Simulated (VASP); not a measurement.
Ca2Sn2N, 10 atoms in the cell. The structure is hexagonal, space group P6_3/mmc (No. 194). Conventional cell: a = 3.548 Å, b = 3.548 Å, c = 21.916 Å, α = 90.00°, β = 90.00°, γ = 120.00°. Ca (site symmetry 3m) has 3 N at 2.40 Å within 3.2 Å. Within 3.8 Å of Sn (site symmetry 3m) lie 7 Sn at 2.88 to 3.55 Å and 3 Ca at 3.46 Å. N (site symmetry -3m) has 6 Ca at 2.40 Å within 3.2 Å. 

- Program: VASP 6.6.1
- Task: single point
- Functional: PBE
- Potentials or basis: VASP PAW PBE potentials, release 64 (Ca_sv, Sn_d, N)
- Cutoff: 520 eV
- k mesh: 6 × 6 × 1
- Occupations: gaussian, width 0.2 eV
- Spin: no spin polarisation
- Dipole correction: no
- Further INCAR settings: ALGO = Normal; EDIFF = 1e-06; NBANDS = 64

Potentials or basis: VASP PAW PBE potentials, release 64 (Ca_sv, Sn_d, N).

The run is started by

```console
$ cat potpaw_PBE.64/Ca_sv/POTCAR potpaw_PBE.64/Sn_d/POTCAR potpaw_PBE.64/N/POTCAR > POTCAR
$ mpirun -np 1 vasp_std > vasp.out
```

Hardware: 1 thread of Intel(R) Xeon(R) 6975P-C (Granite Rapids), with other jobs on the host.

Q: Estimate the wall time of this run.

A: Run time: 2.1 min on 1 thread of Intel(R) Xeon(R) 6975P-C (Granite Rapids), with other jobs on the host, peak memory 0.39 GiB. Counts: scf iterations 17, k points 7.
